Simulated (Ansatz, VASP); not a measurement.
# Two plane-wave programs on W

The input INCAR:

```
SYSTEM = W
PREC = Accurate
ENCUT = 520
EDIFF = 1E-6
ISMEAR = 0
SIGMA = 0.15
LREAL = .FALSE.
LASPH = .TRUE.
NELM = 60
ALGO = Normal
ISIF = 2
LWAVE = .FALSE.
LCHARG = .FALSE.
GGA = PE
NBANDS = 13
```

Contents of KPOINTS:

```
Automatic mesh
0
G
  20 20 20
  0 0 0
```

POSCAR

```
W
1.0
   -1.5334080000      1.5334080000      1.4695160000
    1.5334080000     -1.5334080000      1.4695160000
    1.5334080000      1.5334080000     -1.4695160000
W
1
Direct
    0.0000000000      0.0000000000      0.0000000000
```

Input for Ansatz:

```yaml
crystal:
  lattice:
    - [-1.533408, 1.533408, 1.469516]
    - [1.533408, -1.533408, 1.469516]
    - [1.533408, 1.533408, -1.469516]
  atoms:
    - { symbol: W, position: [0.0, 0.0, 0.0] }
basis:
  ecutwfc: 420
kpoints:
  mp_grid: { grid: [20, 20, 20] }
hamiltonian:
  xc: pbe
scf:
  occupations: { method: gaussian, width: 0.15 }
output:
  forces: true
  stress: true
  eigenvalues: true
```

Change from the starting cell: strain -0.040 along x and y, -0.080 along z, atoms carried along.

Alike in both runs: task single point; functional PBE; k mesh 20 × 20 × 20; occupations gaussian, width 0.15 eV; no spin polarisation.

```csv
,VASP,Ansatz
version,VASP 6.6.1,Ansatz 0.2.0
potentials or method,"VASP PAW PBE potentials, release 64 (W_sv), cutoff 520 eV","scalar-relativistic, plane waves, PAW"
valence electrons in the cell,14,14
```

```csv
,VASP,Ansatz,Ansatz less VASP
gap on the k mesh at the Fermi level (eV),none,none,-
pressure (GPa),66.2,64.7,-1.53
"traceless stress, the component that is largest in VASP (GPa)",13.59,13.56,-0.030
```

A gap of «none» marks a metal or a gap that the smearing closes. Both programs put the cell under a high pressure, so it lies far from rest at this level.

Neither program's run includes spin-orbit coupling. Noted on VASP's run: the cell as given lies far from equilibrium.
